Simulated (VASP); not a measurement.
# CeO2 (fluorite type) in VASP: a series of runs

The runs below take CeO2 (fluorite type) through single point, with PBE, HSE06.

All numbers are computed with VASP 6.6.1; they aren't measurements. Logs are shortened: lines on timing, memory, paths and dates and some standing lists are left out, and cuts for length are marked.

## 1. The cell of the first run

It takes space group I4mm (No. 107, tetragonal). Conventional cell: a = 3.861 Å, b = 3.861 Å, c = 5.460 Å, α = 90.00°, β = 90.00°, γ = 90.00°. Within 3.1 Å of Ce (site symmetry 4mm) lie 8 O at 2.35 to 2.38 Å. Within 3.1 Å of O (site symmetry 2mm) lie 4 Ce at 2.35 to 2.38 Å and 6 O at 2.73 Å.

## 2. Single point, PBE

File INCAR:

```
SYSTEM = CeO2
  ALGO = Normal
  EDIFF = 1E-6
  ENCUT = 520
  GGA = PE
  ISIF = 2
  ISMEAR = -1
  LASPH = .TRUE.
  LCHARG = .TRUE.
  LELF = .TRUE.
  LREAL = .FALSE.
  LVHAR = .TRUE.
  LWAVE = .FALSE.
  NBANDS = 19
  NELM = 80
  PREC = Accurate
  SIGMA = 0.1
```

File KPOINTS:

```
k-points
0
G
  8 8 8
  0 0 0
```

File POSCAR:

```
CeO2
1.0
    0.0000000000      2.7300000000      2.7300000000
    2.7300000000      0.0000000000      2.7300000000
    2.7300000000      2.7300000000      0.0000000000
Ce O
1 2
Direct
   -0.0036630037      0.0036630037      0.0036630037
    0.2500000000      0.2500000000      0.2500000000
    0.7500000000      0.7500000000      0.7500000000
```

Potentials or basis: VASP PAW PBE potentials, release 64 (Ce, O).

Run with:

```bash
cat potpaw_PBE.64/Ce/POTCAR potpaw_PBE.64/O/POTCAR > POTCAR
mpirun -np 1 vasp_std > vasp.out
```

OUTCAR:

```text
SYSTEM = CeO2
   EDIFF = 1E-6
   ENCUT = 520
   GGA = PE
   ISIF = 2
   ISMEAR = -1
   LASPH = .TRUE.
   LREAL = .FALSE.
   NELM = 80
   PREC = Accurate

 ion  position               nearest neighbor table
   1  0.996  0.004  0.004-   3 2.35   3 2.35   2 2.35   2 2.35   3 2.38   2 2.38   2 2.38   3 2.38

   2  0.250  0.250  0.250-   1 2.35   1 2.35   1 2.38   1 2.38
   3  0.750  0.750  0.750-   1 2.35   1 2.35   1 2.38   1 2.38

  LATTYP: Found a face centered cubic cell.
 ALAT       =     5.4600000000

  Lattice vectors:

 A1 = (   0.0000000000,   2.7300000000,   2.7300000000)
 A2 = (   2.7300000000,   0.0000000000,   2.7300000000)
 A3 = (   2.7300000000,   2.7300000000,   0.0000000000)

Analysis of symmetry for initial positions (statically):
=====================================================================
 Subroutine PRICEL returns:
 Original cell was already a primitive cell.

 Routine SETGRP: Setting up the symmetry group for a
 face centered cubic supercell.

 Subroutine GETGRP returns: Found  8 space group operations
 (whereof  8 operations were pure point group operations)
 out of a pool of 48 trial point group operations.

The static configuration has the point symmetry C_4v.

Analysis of symmetry for dynamics (positions and initial velocities):
=====================================================================
 Subroutine PRICEL returns:
 Original cell was already a primitive cell.

 Routine SETGRP: Setting up the symmetry group for a
 face centered cubic supercell.

 Subroutine GETGRP returns: Found  8 space group operations
 (whereof  8 operations were pure point group operations)
 out of a pool of 48 trial point group operations.

The dynamic configuration has the point symmetry C_4v.

 Subroutine INISYM returns: Found  8 space group operations
 (whereof  8 operations are pure point group operations),
 and found     1 'primitive' translations

----------------------------------------------------------------------------------------

                                     Primitive cell

  volume of cell :      40.6928

  direct lattice vectors                    reciprocal lattice vectors
     0.000000000  2.730000000  2.730000000    -0.183150183  0.183150183  0.183150183
     2.730000000  0.000000000  2.730000000     0.183150183 -0.183150183  0.183150183
     2.730000000  2.730000000  0.000000000     0.183150183  0.183150183 -0.183150183

  length of vectors
     3.860803025  3.860803025  3.860803025     0.317225423  0.317225423  0.317225423

  position of ions in fractional coordinates (direct lattice)
     0.996336996  0.003663004  0.003663004
     0.250000000  0.250000000  0.250000000
     0.750000000  0.750000000  0.750000000

  ion indices of the primitive-cell ions
   primitive index   ion index
                 1           1
                 2           2
                 3           3

----------------------------------------------------------------------------------------

 KPOINTS: k-points

Automatic generation of k-mesh.
 Grid dimensions read from file:
 generate k-points for:    8    8    8

 Generating k-lattice:

  Cartesian coordinates                     Fractional coordinates (reciprocal lattice)
    -0.022893773  0.022893773  0.022893773     0.125000000  0.000000000  0.000000000
     0.022893773 -0.022893773  0.022893773     0.000000000  0.125000000  0.000000000
     0.022893773  0.022893773 -0.022893773     0.000000000  0.000000000  0.125000000

  Length of vectors
     0.039653178  0.039653178  0.039653178

  Shift w.r.t. Gamma in fractional coordinates (k-lattice)
     0.000000000  0.000000000  0.000000000

 Subroutine IBZKPT returns following result:
 ===========================================

 Found     59 irreducible k-points:

 Following reciprocal coordinates:
            Coordinates               Weight
  0.000000  0.000000  0.000000      1.000000
  0.125000  0.000000  0.000000      8.000000
  0.250000  0.000000  0.000000      8.000000
  0.375000  0.000000  0.000000      8.000000
  0.500000  0.000000  0.000000      4.000000
  0.125000  0.125000  0.000000      4.000000
[... 16 lines left out ...]
  0.000000  0.375000  0.250000      8.000000
  0.500000  0.250000  0.000000     16.000000
 [... further k-points ...]
   k-points           NKPTS =     59   k-points in BZ     NKDIM =     59   number of bands    NBANDS=     19
   number of dos      NEDOS =    301   number of ions     NIONS =      3
   total plane-waves  NPLWV =  27000
   dimension x,y,z NGX =    30 NGY =   30 NGZ =   30
   dimension x,y,z NGXF=    60 NGYF=   60 NGZF=   60
   ions per type =               1   2
   NGX,Y,Z   is equivalent  to a cutoff of  12.92, 12.92, 12.92 a.u.
   NGXF,Y,Z  is equivalent  to a cutoff of  25.84, 25.84, 25.84 a.u.
 SYSTEM =  CeO2
   PREC   = accura    normal or accurate (medium, high low for compatibility)
   ISTART =      0    job   : 0-new  1-cont  2-samecut
   ICHARG =      2    charge: 1-file 2-atom 10-const
   ISPIN  =      1    spin polarized calculation?
   LNONCOLLINEAR =      F non collinear calculations
   LSORBIT =      F    spin-orbit coupling
   LASPH  =      T    aspherical Exc in radial PAW
   ENCUT  =  520.0 eV  38.22 Ry    6.18 a.u.   7.18  7.18  7.18*2*pi/ulx,y,z
   NELM   =     80;   NELMIN=  2; NELMDL= -5     # of ELM steps
   EDIFF  = 0.1E-05   stopping-criterion for ELM
   LREAL  =      F    real-space projection
   EDIFFG = 0.1E-04   stopping-criterion for IOM
   NSW    =      0    number of steps for IOM
   IBRION =     -1    ionic relax: 0-MD 1-quasi-New 2-CG
   NFREE  =      0    steps in history (QN), initial steepest desc. (CG)
   ISIF   =      2    stress and relaxation
   ISYM   =      2    0-nonsym 1-usesym 2-fastsym
   POTIM  = 0.5000    time-step for ionic-motion
   TEBEG  =    0.0;   TEEND  =   0.0 temperature during run
   PSTRESS=    0.0 pullay stress
   NELECT =      24.0000    total number of electrons
   NUPDOWN=      -1.0000    fix difference up-down
   EMIN   =  10.00;   EMAX   =-10.00  energy-range for DOS
   EFERMI =   0.00;   METHOD = LEGACY
   ISMEAR =    -1;   SIGMA  =   0.10  broadening in eV -4-tet -1-fermi 0-gaus
   EFERMI_NEDOS =   21; number of points for ismear=-14 and -15
   IALGO  =     38    algorithm
   IMIX   =      4    mixing-type and parameters
     AMIX     =   0.40;   BMIX     =  1.00
     AMIX_MAG =   1.60;   BMIX_MAG =  1.00
  volume/ion in A,a.u.               =      13.56        91.54
  Fermi-wavevector in a.u.,A,eV,Ry     =   1.372901  2.594407 25.645044  1.884858
  Thomas-Fermi vector in A             =   2.498466
   LORBIT       =      0    0 simple, 1 ext, 2 COOP (PROOUT), +10 PAW based schemes
   GGA     = PE    functional components
   LHFCALC =     F    Hartree Fock is set to
   AEXX    =    0.0000 exact exchange contribution
   IVDW    =     0    specifies the selected vdW correction
   LEPSILON=     F    determine dielectric tensor
   LRPA    =     F    only Hartree local field effects (RPA)
 non-spin polarized calculation
  energy-cutoff  :      520.00
  volume of cell :       40.69
 maximum number of plane-waves:      1108
 NGX is ok and might be reduce to    30
   NGX = 15   NGY = 15   NGZ = 15

 number of electron      23.9999991 magnetization

 Free energy of the ion-electron system (eV)
  ---------------------------------------------------
  ext. energy  EPLUGINS =         0.00000000
  ---------------------------------------------------
  free energy    TOTEN  =       -26.22862625 eV

  energy without entropy =      -26.22851058  energy(sigma->0) =      -26.22856842

 E-fermi :   5.9170     XC(G=0): -11.1797

 val. band max:        5.0637257366   @ k =  -0.2500   0.2500   0.0000
 cond. band min:       6.9381718224   @ k =   0.5000   0.0000   0.0000
 fundamental gap:      1.8744460858
 Fermi energy:         5.9169831522

 k-point     1 :       0.0000    0.0000    0.0000
  band No.  band energies     occupation
      1     -27.4036      2.00000
      2     -11.2080      2.00000
      3     -10.2596      2.00000
      4      -9.5799      2.00000
      5      -9.5799      2.00000
      6      -9.5771      2.00000
[... 11 lines left out ...]
     18       7.8788      0.00000
     19       7.8788      0.00000

 k-point     2 :       0.1250    0.0000    0.0000
  band No.  band energies     occupation
      1     -27.3775      2.00000
      2     -11.7151      2.00000
      3     -10.3789      2.00000
      4      -9.6136      2.00000
      5      -9.6124      2.00000
      6      -9.0411      2.00000
[... 11 lines left out ...]
     18       7.7915      0.00000
     19       7.7919      0.00000

 k-point     3 :       0.2500    0.0000    0.0000
  band No.  band energies     occupation
      1     -27.3125      2.00000
      2     -12.4758      2.00000
      3     -10.6740      2.00000
      4      -9.6930      2.00000
      5      -9.6900      2.00000
      6      -8.1648      2.00000
[... 11 lines left out ...]
     18       7.6921      0.00000
     19       7.6922      0.00000

 k-point     4 :       0.3750    0.0000    0.0000
  band No.  band energies     occupation
      1     -27.2460      2.00000
      2     -13.0323      2.00000
      3     -10.9386      2.00000
      4      -9.7696      2.00000
      5      -9.7657      2.00000
      6      -7.4766      2.00000
[... 407 lines left out ...]
     18       7.5736      0.00000
     19       7.7597      0.00000

 k-point    23 :       0.0000    0.3750    0.2500
  band No.  band energies     occupation
      1     -27.2283      2.00000
      2     -13.0448      2.00000
      3     -11.2209      2.00000
      4      -9.9519      2.00000
      5      -9.4929      2.00000
      6      -7.3876      2.00000
[... 11 lines left out ...]
     18       7.5728      0.00000
     19       7.7584      0.00000

 k-point    24 :       0.5000    0.2500    0.0000
  band No.  band energies     occupation
      1     -27.1870      2.00000
      2     -13.1208      2.00000
      3     -11.9280      2.00000
      4      -9.9699      2.00000
      5      -8.8968      2.00000
      6      -7.3483      2.00000
[... 11 lines left out ...]
     18       7.5507      0.00000
     19       7.9199      0.00000

 [... further k-points ...]

------------------------ aborting loop because EDIFF is reached ----------------------------------------

  FORCE on cell =-STRESS in cart. coord.  units (eV):
  Direction    XX          YY          ZZ          XY          YZ          ZX
  --------------------------------------------------------------------------------------
  -------------------------------------------------------------------------------------
  Total        0.0954394      0.0977682      0.0977682      0.0000000      0.0000000      0.0000000
  in kB        3.7576848      3.8493743      3.8493743      0.0000000      0.0000000      0.0000000
  external PRESSURE =       3.8188111 kB  Pullay stress =       0.0000000 kB

 VOLUME and BASIS-vectors are now :
 -----------------------------------------------------------------------------
  energy-cutoff  :      520.00
  volume of cell :       40.69
      direct lattice vectors                 reciprocal lattice vectors
     0.000000000  2.730000000  2.730000000    -0.183150183  0.183150183  0.183150183
     2.730000000  0.000000000  2.730000000     0.183150183 -0.183150183  0.183150183
     2.730000000  2.730000000  0.000000000     0.183150183  0.183150183 -0.183150183

 POSITION                                       TOTAL-FORCE (eV/Angst)
 -----------------------------------------------------------------------------------
      0.02000      2.73000      2.73000        -0.127759      0.000000      0.000000
      1.36500      1.36500      1.36500         0.063880      0.000000      0.000000
      4.09500      4.09500      4.09500         0.063880      0.000000      0.000000
 -----------------------------------------------------------------------------------
    total drift:                               -0.000072      0.000000      0.000000

  FREE ENERGIE OF THE ION-ELECTRON SYSTEM (eV)
  ---------------------------------------------------
  free  energy   TOTEN  =       -26.2286262517 eV

  energy  without entropy=      -26.2285105835  energy(sigma->0) =      -26.22856842
```

Wall time 38 s (1 thread of Intel Xeon 6975P-C (Granite Rapids), shared host); peak memory 0.21 GiB.

What came out:

* Free energy: -26.2286 eV
* Pressure: 0.4 GPa
* Largest force: 0.128 eV/Å
* Band gap on the k mesh: 1.87 eV (least direct gap 1.97 eV)

Forces in eV/Å, atoms in the order of the input:
```
Ce  -0.128  0.000  0.000
O    0.064  0.000  0.000
O    0.064  0.000  0.000
```

Caveat: spin-orbit coupling is left out, which moves the levels of the heavy elements; semilocal functionals describe open f shells poorly, which spoils levels, moments and volumes.

## 3. Single point, HSE06

This run uses another cell than the first one, of 12.48 Å³/atom.

File POSCAR:

```
CeO2
1.0
    0.0000000000      2.6551674956      2.6551674956
    2.6551674956      0.0000000000      2.6551674956
    2.6551674956      2.6551674956      0.0000000000
Ce O
1 2
Direct
    0.0000000000      0.0000000000      0.0000000000
    0.2500000000      0.2500000000      0.2500000000
    0.7500000000      0.7500000000      0.7500000000
```

File INCAR.step1:

```
ALGO = Normal
EDIFF = 1E-5
ENCUT = 520
GGA = PE
ISIF = 2
ISMEAR = -1
LASPH = True
LREAL = False
LWAVE = True
NBANDS = 19
NELM = 80
PREC = Accurate
SIGMA = 0.05
```

File INCAR.step2:

```
ALGO = Normal
EDIFF = 1E-6
ENCUT = 520
GGA = PE
HFSCREEN = 0.2079
ISIF = 2
ISMEAR = -1
ISTART = 1
LASPH = True
LCHARG = True
LELF = True
LHFCALC = True
LREAL = False
LVHAR = True
LWAVE = False
NBANDS = 19
NELM = 80
PREC = Accurate
PRECFOCK = Normal
SIGMA = 0.05
```

File KPOINTS:

```
k-points
0
Gamma
  4 4 4
```

Potentials or basis: VASP PAW PBE potentials, release 64 (Ce, O).

Run with:

```bash
cat potpaw_PBE.64/Ce/POTCAR potpaw_PBE.64/O/POTCAR > POTCAR
cp INCAR.step1 INCAR
mpirun -np 1 vasp_std > vasp.out
cp INCAR.step2 INCAR
mpirun -np 1 vasp_std > vasp.out
```

It took 6 min on 1 thread of Intel Xeon 6975P-C (Granite Rapids), shared host; peak memory 0.28 GiB.

Results (log left out):

| Property | Result |
| --- | --- |
| Free energy | -32.1232 eV |
| Pressure | 10.9 GPa |
| Band gap on the k mesh | 3.78 eV (least direct gap 3.98 eV) |

Levels at points of the mesh, in eV from the valence-band top:
```tsv
k point	band 9	band 10	band 11	band 12	band 13	band 14	band 15	band 16
(0.00, 0.00, 0.00)	-4.72	-0.74	-0.74	-0.74	4.36	4.36	4.36	4.41
(0.50, 0.00, 0.00)	-1.51	-1.45	-0.93	-0.93	3.78	4.13	4.13	4.37
(0.50, 0.50, 0.00)	-1.37	-1.06	-1.06	-0.77	3.95	4.04	4.04	4.28
```

Caveat: the k points lie up to 0.51 Å⁻¹ apart; the PAW data sets were made with another functional, which shifts forces and pressure a little; spin-orbit coupling is left out, which moves the levels of the heavy elements. A k mesh can miss the band edges.

## 4. Single point, HSE06

This run uses another cell than the first one, of 12.48 Å³/atom.

POSCAR is that of step 3.

File INCAR.step1:

```
SYSTEM = CeO2
PREC = Accurate ; ENCUT = 520
EDIFF = 1E-5 ; ISMEAR = -1
SIGMA = 0.05 ; LREAL = .False.
LASPH = .True. ; NELM = 80
ALGO = Normal ; ISIF = 2
LWAVE = .True. ; NBANDS = 19
GGA = PE
```

File INCAR.step2:

```
SYSTEM = CeO2
PREC = Accurate ; ENCUT = 520
EDIFF = 1E-6 ; ISMEAR = -1
SIGMA = 0.05 ; LREAL = .False.
LASPH = .True. ; NELM = 80
ALGO = Normal ; ISIF = 2
LWAVE = .False. ; LCHARG = .True.
GGA = PE ; LHFCALC = .True.
HFSCREEN = 0.2079 ; PRECFOCK = Normal
LELF = .True. ; LVHAR = .True.
NBANDS = 19 ; ISTART = 1
```

File KPOINTS:

```
Automatic mesh
0
Gamma
  4 4 4
  0 0 0
```

Run with:

```bash
cat potpaw_PBE.64/Ce/POTCAR potpaw_PBE.64/O/POTCAR > POTCAR
cp INCAR.step1 INCAR
mpirun -np 1 vasp_std > vasp.out
cp INCAR.step2 INCAR
mpirun -np 1 vasp_std > vasp.out
```

Wall time 5.6 min (1 thread of Intel Xeon 6975P-C (Granite Rapids), shared host); peak memory 0.28 GiB.

Results (log left out):

| Quantity | Value |
| --- | --- |
| Free energy | -32.1232 eV |
| Pressure | 10.9 GPa |
| Band gap on the k mesh | 3.78 eV (least direct gap 3.98 eV) |

Levels at points of the mesh, in eV from the valence-band top:
```tsv
k point	band 10	band 11	band 12	band 13	band 14	band 15
(0.00, 0.00, 0.00)	-0.74	-0.74	-0.74	4.36	4.36	4.36
(0.50, 0.00, 0.00)	-1.45	-0.93	-0.93	3.78	4.13	4.13
(0.50, 0.50, 0.00)	-1.06	-1.06	-0.77	3.95	4.04	4.04
```

Caveat: the k points lie up to 0.51 Å⁻¹ apart; the PAW data sets were made with another functional, which shifts forces and pressure a little; spin-orbit coupling is left out, which moves the levels of the heavy elements. Spin polarisation is off, so any magnetic state and its effect on volume and gap are missing.

## 5. Single point, HSE06

This run uses another cell than the first one, of 12.89 Å³/atom.

File POSCAR:

```
CeO2
1.0
    0.0000000000      2.6837198729      2.6837198729
    2.6837198729      0.0000000000      2.6837198729
    2.6837198729      2.6837198729      0.0000000000
Ce O
1 2
Direct
    0.0000000000      0.0000000000      0.0000000000
    0.2500000000      0.2500000000      0.2500000000
    0.7500000000      0.7500000000      0.7500000000
```

File INCAR.step1:

```
SYSTEM = CeO2
PREC = Accurate ; ENCUT = 520
EDIFF = 1E-5 ; ISMEAR = -1
SIGMA = 0.05 ; LREAL = .FALSE.
LASPH = .TRUE. ; NELM = 100
ALGO = Normal ; ISIF = 2
LWAVE = .TRUE. ; NBANDS = 19
GGA = PE
```

File INCAR.step2:

```
SYSTEM = CeO2
PREC = Accurate ; ENCUT = 520
EDIFF = 1E-6 ; ISMEAR = -1
SIGMA = 0.05 ; LREAL = .FALSE.
LASPH = .TRUE. ; NELM = 100
ALGO = Normal ; ISIF = 2
LWAVE = .FALSE. ; LCHARG = .TRUE.
GGA = PE ; LHFCALC = .TRUE.
HFSCREEN = 0.2079 ; PRECFOCK = Normal
LELF = .TRUE. ; LVHAR = .TRUE.
NBANDS = 19 ; ISTART = 1
```

File KPOINTS:

```
regular mesh
0
G
  4 4 4
  0 0 0
```

Run with:

```bash
cat potpaw_PBE.64/Ce/POTCAR potpaw_PBE.64/O/POTCAR > POTCAR
cp INCAR.step1 INCAR
mpirun -np 1 vasp_std > vasp.out
cp INCAR.step2 INCAR
mpirun -np 1 vasp_std > vasp.out
```

Run time: 6.1 min. Hardware: 1 thread of Intel Xeon 6975P-C (Granite Rapids), shared host; peak memory 0.27 GiB.

Results (log left out):

| Quantity | Value |
| --- | --- |
| Free energy | -32.1788 eV |
| Pressure | 3.3 GPa |
| Band gap on the k mesh | 3.65 eV (least direct gap 3.84 eV) |

Levels at points of the mesh, in eV from the valence-band top:
```
           k point  band 8  band 9  band 10  band 11  band 12  band 13  band 14  band 15  band 16  band 17
(0.00, 0.00, 0.00)   -4.50   -4.50    -0.67    -0.67    -0.67     4.19     4.19     4.19     4.19     4.78
(0.50, 0.00, 0.00)   -3.48   -1.48    -1.40    -0.90    -0.90     3.65     3.97     3.97     4.20     4.55
(0.50, 0.50, 0.00)   -1.39   -1.39    -0.97    -0.97    -0.69     3.81     3.88     3.88     4.10     4.50
```

Caveat: the k points lie up to 0.51 Å⁻¹ apart; the PAW data sets were made with another functional, which shifts forces and pressure a little; spin-orbit coupling is left out, which moves the levels of the heavy elements. A k mesh can miss the band edges.

## 6. Overview

| level | cell | k mesh | smearing | grid for exact exchange (PRECFOCK) | share of exact exchange | screening parameter | gap on the mesh (eV) | pressure (GPa) |
| --- | --- | --- | --- | --- | --- | --- | --- | --- |
| PBE | a = 3.861 Å, angles 60.0°, 3 atoms, atomic positions A | 8 × 8 × 8 | fermi-dirac 0.1 eV | - | - | - | 1.87 | 0.4 |
| HSE06 | a = 3.755 Å, angles 60.0°, 3 atoms, atomic positions B | 4 × 4 × 4 | fermi-dirac 0.05 eV | Normal | 0.25 | 0.2079 1/Å | 3.78 | 10.9 |
| HSE06 | a = 3.795 Å, angles 60.0°, 3 atoms, atomic positions B | 4 × 4 × 4 | fermi-dirac 0.05 eV | Normal | 0.25 | 0.2079 1/Å | 3.65 | 3.3 |

Alike in all rows: task single point; potentials or basis VASP PAW PBE potentials, release 64 (Ce, O); no spin polarisation; cutoff (eV) 520.

Caveats: some runs use coarse meshes; spin-orbit coupling is left out, which moves the levels of the heavy elements; the PAW data sets were made with another functional, which shifts forces and pressure a little (at least some runs); semilocal functionals describe open f shells poorly, which spoils levels, moments and volumes (at least some runs).

Absolute energies hang on the potentials; compare differences alone.
